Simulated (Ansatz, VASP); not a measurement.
# InSb in VASP and in Ansatz

The input POSCAR:

```
InSb
1.0
    0.0000000000      3.2795130145      3.2795130145
    3.2795130145      0.0000000000      3.2795130145
    3.2795130145      3.2795130145      0.0000000000
In Sb
1 1
Direct
    0.0000000000      0.0000000000      0.0000000000
    0.2500000000      0.2500000000      0.2500000000
```

Contents of INCAR.step1:

```
  ALGO = Normal
  EDIFF = 1E-5
  ENCUT = 520
  GGA = PE
  ISIF = 2
  ISMEAR = -1
  LASPH = T
  LCHARG = F
  LREAL = F
  LWAVE = T
  NBANDS = 16
  NELM = 60
  PREC = Accurate
  SIGMA = 0.02
```

INCAR.step2

```
  AEXX = 0.5
  ALGO = Normal
  EDIFF = 1E-6
  ENCUT = 520
  GGA = PE
  ISIF = 2
  ISMEAR = -1
  ISTART = 1
  LASPH = T
  LCHARG = F
  LHFCALC = T
  LREAL = F
  LWAVE = F
  NBANDS = 16
  NELM = 60
  PREC = Accurate
  PRECFOCK = Normal
  SIGMA = 0.02
```

Contents of KPOINTS:

```
k-points
0
Gamma
  4 4 4
```

Input for Ansatz:

```yaml
crystal:
  lattice:
    - [0.0, 3.2795130145, 3.2795130145]
    - [3.2795130145, 0.0, 3.2795130145]
    - [3.2795130145, 3.2795130145, 0.0]
  atoms:
    - { symbol: In, position: [0.0, 0.0, 0.0] }
    - { symbol: Sb, position: [0.25, 0.25, 0.25] }
kpoints:
  mp_grid: { grid: [4, 4, 4] }
hamiltonian:
  xc: { exchange: pbe, correlation: pbe, exx: { coeff: 0.5 } }
scf:
  occupations: { method: fermi_dirac, width: 0.02 }
  n_extra_bands: 4
output:
  forces: true
  stress: true
  eigenvalues: true
```

Alike in both runs: task single point; functional PBE-based global hybrid; k mesh 4 × 4 × 4; occupations fermi-dirac, width 0.02 eV; no spin polarisation.

```csv
,VASP,Ansatz
version,VASP 6.6.1,Ansatz 0.2.0
potentials or method,"VASP PAW PBE potentials, release 64 (In_d, Sb)",plane waves
plane-wave cutoff (eV),520,420
valence electrons in the cell,18,28
```

|  | VASP | Ansatz | Ansatz less VASP |
| --- | --- | --- | --- |
| gap on the k mesh at the Fermi level (eV) | 2.76 | 2.41 | -0.352 |
| pressure (GPa) | -3.8 | -1.9 | +1.95 |

VASP's potentials were made for PBE, not for PBE-based global hybrid. One of these differences is far larger than is usual between the two programs; its cause wasn't traced. The functional is the same, so the differences come from potentials, cutoffs and numerics. VASP's potentials hold 18 valence electrons a cell and Ansatz's 28, so a difference there can come from the potentials and not from the codes. Ansatz's warnings: stress exchange threshold loose, stress scf threshold loose.

Spin-orbit coupling is off throughout.
